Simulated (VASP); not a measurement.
# Cr (P6_3/mmc) in VASP: further runs

Runs on Cr. Level: revPBE. Tasks: single point.

Everything below comes from runs of VASP 6.6.1. Logs are shortened: lines on timing, memory, paths and dates and some standing lists are left out, and cuts for length are marked.

## (1) The cell of the first run

Symmetry: P6_3/mmc, No. 194, hexagonal system. The conventional cell has a = 2.394 Å, b = 2.394 Å, c = 4.292 Å, α = 90.00°, β = 90.00°, γ = 120.00°. Cr (site symmetry -6m2) has 12 Cr at 2.39 to 2.55 Å within 3.2 Å.

This isn't the form of Cr at room conditions, which is bcc.

## (2) Single point, revPBE, collinear spin, antiferromagnetic start (10.65 Å³/atom)

Contents of INCAR:

```
SYSTEM = Cr
PREC = Accurate
ENCUT = 520
EDIFF = 1E-7
ISMEAR = -1
SIGMA = 0.05
LREAL = .FALSE.
LASPH = .TRUE.
NELM = 150
ALGO = Normal
ISIF = 2
LWAVE = .FALSE.
LCHARG = .FALSE.
ISPIN = 2
MAGMOM = 1.5 -1.5
LORBIT = 11
LMAXMIX = 4
GGA = RE
NBANDS = 23
```

Contents of KPOINTS:

```
Automatic mesh
0
G
  16 16 8
  0 0 0
```

Contents of POSCAR:

```
Cr
1.0
    2.3937607263      0.0000000000      0.0000000000
   -1.1968803632      2.0730575996      0.0000000000
    0.0000000000      0.0000000000      4.2923481057
Cr
2
Direct
    0.3333333333      0.6666666667      0.2500000000
    0.6666666667      0.3333333333      0.7500000000
```

Potentials or basis: VASP PAW PBE potentials, release 64 (Cr_pv).

The run is started by

```console
$ cat potpaw_PBE.64/Cr_pv/POTCAR > POTCAR
$ mpirun -np 1 vasp_std > vasp.out
```

OUTCAR:

```text
SYSTEM = Cr
   PREC = Accurate
   ENCUT = 520
   EDIFF = 1E-7
   ISMEAR = -1
   LREAL = .FALSE.
   LASPH = .TRUE.
   NELM = 150
   ISIF = 2
   ISPIN = 2
   LORBIT = 11
   GGA = RE

 ion  position               nearest neighbor table
   1  0.333  0.667  0.250-   2 2.55   2 2.55   2 2.55   2 2.55   2 2.55   2 2.55
   2  0.667  0.333  0.750-   1 2.55   1 2.55   1 2.55   1 2.55   1 2.55   1 2.55

  LATTYP: Found a hexagonal cell.
 ALAT       =     2.3937607263
 C/A-ratio  =     1.7931399987

  Lattice vectors:

 A1 = (   2.3937607263,   0.0000000000,   0.0000000000)
 A2 = (  -1.1968803632,   2.0730575996,   0.0000000000)
 A3 = (   0.0000000000,   0.0000000000,   4.2923481057)

Analysis of symmetry for initial positions (statically):
=====================================================================
 Subroutine PRICEL returns:
 Original cell was already a primitive cell.

 Routine SETGRP: Setting up the symmetry group for a
 hexagonal supercell.

 Subroutine GETGRP returns: Found 24 space group operations
 (whereof 12 operations were pure point group operations)
 out of a pool of 24 trial point group operations.

The static configuration has the point symmetry D_3d.
 The point group associated with its full space group is D_6h.

Analysis of symmetry for dynamics (positions and initial velocities):
=====================================================================
 Subroutine PRICEL returns:
 Original cell was already a primitive cell.

 Routine SETGRP: Setting up the symmetry group for a
 hexagonal supercell.

 Subroutine GETGRP returns: Found 24 space group operations
 (whereof 12 operations were pure point group operations)
 out of a pool of 24 trial point group operations.

The dynamic configuration has the point symmetry D_3d.
 The point group associated with its full space group is D_6h.

Analysis of structural, dynamic, and magnetic symmetry:
=====================================================================
 Subroutine PRICEL returns:
 Original cell was already a primitive cell.

 Routine SETGRP: Setting up the symmetry group for a
 hexagonal supercell.

 Subroutine GETGRP returns: Found 24 space group operations
 (whereof 12 operations were pure point group operations)
 out of a pool of 24 trial point group operations.

The overall configuration has the point symmetry D_3d.
 The point group associated with its full space group is D_6h.

 Subroutine INISYM returns: Found 24 space group operations
 (whereof 12 operations are pure point group operations),
 and found     1 'primitive' translations

----------------------------------------------------------------------------------------

                                     Primitive cell

  volume of cell :      21.3004

  direct lattice vectors                    reciprocal lattice vectors
     2.393760726  0.000000000  0.000000000     0.417752697  0.241189632  0.000000000
    -1.196880363  2.073057600  0.000000000     0.000000000  0.482379264  0.000000000
     0.000000000  0.000000000  4.292348106     0.000000000  0.000000000  0.232972717

  length of vectors
     2.393760726  2.393760726  4.292348106     0.482379264  0.482379264  0.232972717

  position of ions in fractional coordinates (direct lattice)
     0.333333333  0.666666667  0.250000000
     0.666666667  0.333333333  0.750000000

  ion indices of the primitive-cell ions
   primitive index   ion index
                 1           1
                 2           2

----------------------------------------------------------------------------------------

 KPOINTS: Automatic mesh

Automatic generation of k-mesh.
 Grid dimensions read from file:
 generate k-points for:   16   16    8

 Generating k-lattice:

  Cartesian coordinates                     Fractional coordinates (reciprocal lattice)
     0.026109544  0.015074352  0.000000000     0.062500000 -0.000000000  0.000000000
     0.000000000  0.030148704  0.000000000     0.000000000  0.062500000  0.000000000
     0.000000000  0.000000000  0.029121590     0.000000000  0.000000000  0.125000000

  Length of vectors
     0.030148704  0.030148704  0.029121590

  Shift w.r.t. Gamma in fractional coordinates (k-lattice)
     0.000000000  0.000000000  0.000000000

 Subroutine IBZKPT returns following result:
 ===========================================

 Found    150 irreducible k-points:

 Following reciprocal coordinates:
            Coordinates               Weight
  0.000000  0.000000  0.000000      1.000000
  0.062500 -0.000000  0.000000      6.000000
  0.125000 -0.000000  0.000000      6.000000
  0.187500 -0.000000  0.000000      6.000000
  0.250000 -0.000000  0.000000      6.000000
  0.312500  0.000000  0.000000      6.000000
[... 16 lines left out ...]
  0.187500  0.187500  0.000000      6.000000
  0.250000  0.187500  0.000000     12.000000
 [... further k-points ...]
   k-points           NKPTS =    150   k-points in BZ     NKDIM =    150   number of bands    NBANDS=     23
[... 29 lines left out ...]
   NUPDOWN=      -1.0000    fix difference up-down
   EMIN   =  10.00;   EMAX   =-10.00  energy-range for DOS
   EFERMI =   0.00;   METHOD = LEGACY
   ISMEAR =    -1;   SIGMA  =   0.05  broadening in eV -4-tet -1-fermi 0-gaus
   EFERMI_NEDOS =   21; number of points for ismear=-14 and -15
   IALGO  =     38    algorithm
   IMIX   =      4    mixing-type and parameters
     AMIX     =   0.40;   BMIX     =  1.00
     AMIX_MAG =   1.60;   BMIX_MAG =  1.00
  volume/ion in A,a.u.               =      10.65        71.87
  Fermi-wavevector in a.u.,A,eV,Ry     =   1.703529  3.219203 39.484263  2.902011
  Thomas-Fermi vector in A             =   2.783099
   LORBIT       =     11    0 simple, 1 ext, 2 COOP (PROOUT), +10 PAW based schemes
   GGA     = RE    functional components
   LHFCALC =     F    Hartree Fock is set to
   AEXX    =    0.0000 exact exchange contribution
   IVDW    =     0    specifies the selected vdW correction
   LEPSILON=     F    determine dielectric tensor
   LRPA    =     F    only Hartree local field effects (RPA)
 spin polarized calculation
  energy-cutoff  :      520.00
  volume of cell :       21.30
 maximum number of plane-waves:       598
 NGX is ok and might be reduce to    18
   NGX =  9   NGY =  9   NGZ = 15

 number of electron      24.0000002 magnetization      -0.0000000

 number of electron      24.0000002 magnetization       0.0000000

 Free energy of the ion-electron system (eV)
  ---------------------------------------------------
  ext. energy  EPLUGINS =         0.00000000
  ---------------------------------------------------
  free energy    TOTEN  =       -17.11581678 eV

  energy without entropy =      -17.09131215  energy(sigma->0) =      -17.10356447

 E-fermi :  12.0837     XC(G=0): -14.0437

 val. band max:       12.0827100466   @ k =   0.0625   0.0625   0.3750
 cond. band min:      12.0848440391   @ k =   0.1875   0.0625   0.0000
 fundamental gap:      0.0021339926
 Fermi energy:        12.0837437703

 spin component 1

 k-point     1 :       0.0000    0.0000    0.0000
  band No.  band energies     occupation
      1     -31.3541      1.00000
      2     -30.4009      1.00000
      3     -30.2108      1.00000
      4     -30.2108      1.00000
      5     -30.1233      1.00000
      6     -30.1233      1.00000
[... 15 lines left out ...]
     22      32.9310      0.00000
     23      33.0057      0.00000
[... 575 lines left out ...]
      1     -31.1153      1.00000
      2     -31.0547      1.00000
      3     -30.9268      1.00000
      4     -30.5964      1.00000
      5     -30.4949      1.00000
      6     -30.4864      1.00000
[... 15 lines left out ...]
     22      25.5548      0.00000
     23      26.9563      0.00000

 [... further k-points ...]

 spin component 2

 k-point     1 :       0.0000    0.0000    0.0000
  band No.  band energies     occupation
      1     -31.3541      1.00000
      2     -30.4009      1.00000
      3     -30.2108      1.00000
      4     -30.2108      1.00000
      5     -30.1233      1.00000
      6     -30.1233      1.00000
[... 15 lines left out ...]
     22      32.9310      0.00000
     23      33.0057      0.00000
[... 575 lines left out ...]
      1     -31.1153      1.00000
      2     -31.0547      1.00000
      3     -30.9268      1.00000
      4     -30.5964      1.00000
      5     -30.4949      1.00000
      6     -30.4864      1.00000
[... 15 lines left out ...]
     22      25.5548      0.00000
     23      26.9563      0.00000

 [... further k-points ...]

------------------------ aborting loop because EDIFF is reached ----------------------------------------

  FORCE on cell =-STRESS in cart. coord.  units (eV):
  Direction    XX          YY          ZZ          XY          YZ          ZX
  --------------------------------------------------------------------------------------
  -------------------------------------------------------------------------------------
  Total        5.1483496      5.1483496      4.5243314     -0.0000000     -0.0000000     -0.0000000
  in kB      387.2501273    387.2501274    340.3125359     -0.0000000     -0.0000000     -0.0000000
  external PRESSURE =     371.6042636 kB  Pullay stress =       0.0000000 kB

 VOLUME and BASIS-vectors are now :
 -----------------------------------------------------------------------------
  energy-cutoff  :      520.00
  volume of cell :       21.30
      direct lattice vectors                 reciprocal lattice vectors
     2.393760726  0.000000000  0.000000000     0.417752697  0.241189632  0.000000000
    -1.196880363  2.073057600  0.000000000     0.000000000  0.482379264  0.000000000
     0.000000000  0.000000000  4.292348106     0.000000000  0.000000000  0.232972717

 POSITION                                       TOTAL-FORCE (eV/Angst)
 -----------------------------------------------------------------------------------
     -0.00000      1.38204      1.07309         0.000000      0.000000      0.000000
      1.19688      0.69102      3.21926        -0.000000     -0.000000      0.000000
 -----------------------------------------------------------------------------------
    total drift:                               -0.000000      0.000000     -0.000000

  FREE ENERGIE OF THE ION-ELECTRON SYSTEM (eV)
  ---------------------------------------------------
  free  energy   TOTEN  =       -17.1158167824 eV

  energy  without entropy=      -17.0913121532  energy(sigma->0) =      -17.10356447

 total charge

# of ion       s       p       d       tot
------------------------------------------
    1        0.495   6.439   4.355  11.290
    2        0.495   6.439   4.355  11.290
--------------------------------------------------
tot          0.991  12.878   8.711  22.579

 magnetization (x)

# of ion       s       p       d       tot
------------------------------------------
    1       -0.000  -0.000  -0.000  -0.000
    2        0.000   0.000   0.000   0.000
--------------------------------------------------
tot          0.000   0.000   0.000   0.000
```

Wall time 2.9 min (1 thread of Intel Xeon 8259CL, shared host); peak memory 0.22 GiB.

What came out:

```
Free energy                                           : -17.1158 eV
Pressure                                              : 37.2 GPa
Band gap on the k mesh                                : zero (filled and empty bands overlap)
Net moment                                            : 0.00 μB per cell
Valence electrons inside the program's atomic spheres : Cr 11.29
```

Levels at points of the mesh, in eV from the Fermi level:
Spin up:
```tsv
k point	band 9	band 10	band 11	band 12	band 13	band 14	band 15	band 16
(0.00, 0.00, 0.00)	-1.46	-0.45	-0.45	-0.14	-0.06	-0.06	1.24	1.24
(0.50, 0.00, 0.00)	-3.86	-1.11	-0.53	-0.33	-0.20	2.66	3.27	3.41
(0.00, 0.00, 0.50)	-1.87	-1.87	-0.42	-0.42	-0.42	-0.42	2.08	2.08
(0.50, 0.00, 0.50)	-2.90	-2.90	1.07	1.07	1.52	1.52	3.35	3.35
```
Spin down:
```
           k point  band 8  band 9  band 10  band 11  band 12  band 13  band 14  band 15  band 16  band 17
(0.00, 0.00, 0.00)   -4.48   -1.46    -0.45    -0.45    -0.14    -0.06    -0.06     1.24     1.24     2.53
(0.50, 0.00, 0.00)   -3.97   -3.86    -1.11    -0.53    -0.33    -0.20     2.66     3.27     3.41     4.74
(0.00, 0.00, 0.50)   -5.85   -1.87    -1.87    -0.42    -0.42    -0.42    -0.42     2.08     2.08     2.08
(0.50, 0.00, 0.50)   -4.48   -2.90    -2.90     1.07     1.07     1.52     1.52     3.35     3.35     4.01
```

Caveat: the cell stands under pressure; an empty level that is flat over the whole mesh can mark a ghost state of the potentials, or a narrow d or f band; the PAW data sets were made with another functional, which shifts forces and pressure a little.

## (3) Single point, revPBE, collinear spin, antiferromagnetic start (11.13 Å³/atom)

This run uses another cell than the first one, of 11.13 Å³/atom.

INCAR: that of step 2 with these lines changed.

```diff
@@ -3,3 +3,3 @@
 ENCUT = 520
-EDIFF = 1E-7
+EDIFF = 1E-6
 ISMEAR = -1
```

Contents of KPOINTS:

```
regular mesh
0
G
  16 16 8
  0 0 0
```

Contents of POSCAR:

```
Cr
1.0
    2.4294937665      0.0000000000      0.0000000000
   -1.2147468832      2.1040033201      0.0000000000
    0.0000000000      0.0000000000      4.3564224493
Cr
2
Direct
    0.3333333333      0.6666666667      0.2500000000
    0.6666666667      0.3333333333      0.7500000000
```

Potentials or basis: VASP PAW PBE potentials, release 64 (Cr_pv).

The run is started by

```console
$ cat potpaw_PBE.64/Cr_pv/POTCAR > POTCAR
$ mpirun -np 1 vasp_std > vasp.out
```

Wall time 2.4 min (1 thread of Intel Xeon 8259CL, shared host); peak memory 0.22 GiB.

It converged, with:

```yaml
Free_energy: -17.2934 eV
Pressure: 22.0 GPa
Band_gap_on_the_k_mesh: zero (filled and empty bands overlap)
Net_moment: 0.00 μB per cell
Valence_electrons_inside_the_program's_atomic_spheres: Cr 11.18
```

Stress tensor (GPa, compression positive):
```
22.91  0.00  0.00
 0.00 22.91  0.00
 0.00  0.00 20.03
```

Levels at points of the mesh, in eV from the Fermi level:
Spin up:
```
           k point  band 8  band 9  band 10  band 11  band 12  band 13  band 14  band 15  band 16  band 17
(0.00, 0.00, 0.00)   -4.31   -1.36    -0.41    -0.41    -0.22    -0.04    -0.04     1.18     1.18     2.39
(0.50, 0.00, 0.00)   -3.73   -3.70    -1.04    -0.56    -0.32    -0.16     2.50     3.08     3.22     4.46
(0.00, 0.00, 0.50)   -5.78   -1.77    -1.77    -0.38    -0.38    -0.38    -0.38     1.96     1.96     1.96
(0.50, 0.00, 0.50)   -4.24   -2.72    -2.72     1.02     1.02     1.42     1.42     3.16     3.16     3.77
```
Spin down:
| k point | band 9 | band 10 | band 11 | band 12 | band 13 | band 14 | band 15 | band 16 |
| --- | --- | --- | --- | --- | --- | --- | --- | --- |
| (0.00, 0.00, 0.00) | -1.36 | -0.41 | -0.41 | -0.22 | -0.04 | -0.04 | 1.18 | 1.18 |
| (0.50, 0.00, 0.00) | -3.70 | -1.04 | -0.56 | -0.32 | -0.16 | 2.50 | 3.08 | 3.22 |
| (0.00, 0.00, 0.50) | -1.77 | -1.77 | -0.38 | -0.38 | -0.38 | -0.38 | 1.96 | 1.96 |
| (0.50, 0.00, 0.50) | -2.72 | -2.72 | 1.02 | 1.02 | 1.42 | 1.42 | 3.16 | 3.16 |

Caveat: the cell stands under pressure; an empty level that is flat over the whole mesh can mark a ghost state of the potentials, or a narrow d or f band; the PAW data sets were made with another functional, which shifts forces and pressure a little.

## (4) Single point, revPBE, collinear spin, antiferromagnetic start (11.62 Å³/atom)

This run uses another cell than the first one, of 11.62 Å³/atom.

Contents of INCAR:

```
SYSTEM = Cr
PREC = Accurate
ENCUT = 520
EDIFF = 1E-7
ISMEAR = -1
SIGMA = 0.05
LREAL = .False.
LASPH = .True.
NELM = 150
ALGO = Normal
ISIF = 2
LWAVE = .False.
LCHARG = .False.
ISPIN = 2
MAGMOM = 1.5 -1.5
LORBIT = 11
LMAXMIX = 4
GGA = RE
NBANDS = 23
```

Contents of KPOINTS:

```
regular mesh
0
Gamma
  16 16 8
  0 0 0
```

Contents of POSCAR:

```
Cr
1.0
    2.4642055100      0.0000000000      0.0000000000
   -1.2321027550      2.1340645718      0.0000000000
    0.0000000000      0.0000000000      4.4186654651
Cr
2
Direct
    0.3333333333      0.6666666667      0.2500000000
    0.6666666667      0.3333333333      0.7500000000
```

The run is started by

```console
$ cat potpaw_PBE.64/Cr_pv/POTCAR > POTCAR
$ mpirun -np 1 vasp_std > vasp.out
```

It took 3.2 min on 1 thread of Intel Xeon 8259CL, shared host; peak memory 0.22 GiB.

The run converged. Its results:

```
Free energy                                           : -17.3882 eV
Pressure                                              : 9.6 GPa
Band gap on the k mesh                                : zero (filled and empty bands overlap)
Net moment                                            : 0.00 μB per cell
Valence electrons inside the program's atomic spheres : Cr 11.08
```

Stress tensor (GPa, compression positive):
```
10.09  0.00  0.00
 0.00 10.09  0.00
 0.00  0.00  8.75
```

Levels at points of the mesh, in eV from the Fermi level:
Spin up:
```tsv
k point	band 9	band 10	band 11	band 12	band 13	band 14	band 15	band 16
(0.00, 0.00, 0.00)	-1.28	-0.37	-0.37	-0.27	-0.03	-0.03	1.12	1.12
(0.50, 0.00, 0.00)	-3.51	-0.98	-0.59	-0.31	-0.14	2.36	2.91	3.04
(0.00, 0.00, 0.50)	-1.68	-1.68	-0.34	-0.34	-0.34	-0.34	1.85	1.85
(0.50, 0.00, 0.50)	-2.56	-2.56	0.97	0.97	1.32	1.32	2.98	2.98
```
Spin down:
| k point | band 10 | band 11 | band 12 | band 13 | band 14 | band 15 |
| --- | --- | --- | --- | --- | --- | --- |
| (0.00, 0.00, 0.00) | -0.37 | -0.37 | -0.27 | -0.03 | -0.03 | 1.12 |
| (0.50, 0.00, 0.00) | -0.98 | -0.59 | -0.31 | -0.14 | 2.36 | 2.91 |
| (0.00, 0.00, 0.50) | -1.68 | -0.34 | -0.34 | -0.34 | -0.34 | 1.85 |
| (0.50, 0.00, 0.50) | -2.56 | 0.97 | 0.97 | 1.32 | 1.32 | 2.98 |

Caveat: the cell stands under pressure; an empty level that is flat over the whole mesh can mark a ghost state of the potentials, or a narrow d or f band; the PAW data sets were made with another functional, which shifts forces and pressure a little.

## (5) Single point, revPBE, collinear spin, antiferromagnetic start (12.10 Å³/atom)

This run uses another cell than the first one, of 12.10 Å³/atom.

Contents of INCAR:

```
SYSTEM = Cr
PREC = Accurate
ENCUT = 520
EDIFF = 1E-7
ISMEAR = -1
SIGMA = 0.05
LREAL = .FALSE.
LASPH = .TRUE.
NELM = 150
ALGO = Normal
ISIF = 2
LWAVE = .FALSE.
LCHARG = .TRUE.
ISPIN = 2
MAGMOM = 1.5 -1.5
LORBIT = 11
LMAXMIX = 4
GGA = RE
LELF = .TRUE.
LVHAR = .TRUE.
NBANDS = 23
```

Contents of KPOINTS:

```
Automatic mesh
0
G
  16 16 8
  0 0 0
```

Contents of POSCAR:

```
Cr
1.0
    2.4979659451      0.0000000000      0.0000000000
   -1.2489829726      2.1633019662      0.0000000000
    0.0000000000      0.0000000000      4.4792026516
Cr
2
Direct
    0.3333333333      0.6666666667      0.2500000000
    0.6666666667      0.3333333333      0.7500000000
```

The run is started by

```console
$ cat potpaw_PBE.64/Cr_pv/POTCAR > POTCAR
$ mpirun -np 1 vasp_std > vasp.out
```

It took 3.9 min on 1 thread of Intel Xeon 8259CL, shared host; peak memory 0.23 GiB.

The run converged. Its results:

- Free energy: -17.4158 eV
- Pressure: -0.3 GPa
- Band gap on the k mesh: zero (filled and empty bands overlap)
- Net moment: 0.00 μB per cell
- Valence electrons inside the program's atomic spheres: Cr 11.00

Levels at points of the mesh, in eV from the Fermi level:
Spin up:
| k point | band 10 | band 11 | band 12 | band 13 | band 14 | band 15 |
| --- | --- | --- | --- | --- | --- | --- |
| (0.00, 0.00, 0.00) | -0.34 | -0.34 | -0.31 | -0.02 | -0.02 | 1.06 |
| (0.50, 0.00, 0.00) | -0.92 | -0.60 | -0.30 | -0.12 | 2.23 | 2.75 |
| (0.00, 0.00, 0.50) | -1.59 | -0.31 | -0.31 | -0.31 | -0.31 | 1.75 |
| (0.50, 0.00, 0.50) | -2.41 | 0.93 | 0.93 | 1.24 | 1.24 | 2.82 |
Spin down:
```csv
k point,band 10,band 11,band 12,band 13,band 14,band 15
"(0.00, 0.00, 0.00)",-0.34,-0.34,-0.31,-0.02,-0.02,1.06
"(0.50, 0.00, 0.00)",-0.92,-0.60,-0.30,-0.12,2.23,2.75
"(0.00, 0.00, 0.50)",-1.59,-0.31,-0.31,-0.31,-0.31,1.75
"(0.50, 0.00, 0.50)",-2.41,0.93,0.93,1.24,1.24,2.82
```

Caveat: an empty level that is flat over the whole mesh can mark a ghost state of the potentials, or a narrow d or f band; the PAW data sets were made with another functional, which shifts forces and pressure a little.
